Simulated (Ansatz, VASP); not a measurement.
## One calculation of Pt, two programs

```
Pt
1.0
    -1.58128    1.58128    1.58128
     1.58128   -1.58128    1.58128
     1.58128    1.58128   -1.58128
Pt
1
Direct
  0.00000 0.00000 0.00000
```

Alike in both runs: task single point; functional PBE; k mesh 18 × 18 × 18; occupations gaussian, width 0.05 eV; no spin polarisation.

|  | VASP | Ansatz |
| --- | --- | --- |
| version | VASP 6.6.1 | Ansatz 0.2.0 |
| potentials or method | VASP PAW PBE potentials, release 64 (Pt), cutoff 500 eV | scalar-relativistic, plane waves, PAW |
| valence electrons in the cell | 10 | 18 |

```csv
,VASP,Ansatz,Ansatz less VASP
gap on the k mesh at the Fermi level (eV),none,none,-
pressure (GPa),-0.4,0.0,+0.45
```

A gap of «none» marks a metal or a gap that the smearing closes. VASP's potentials hold 10 valence electrons a cell and Ansatz's 18, so a difference there can come from the potentials and not from the codes.

Neither program's run includes spin-orbit coupling.
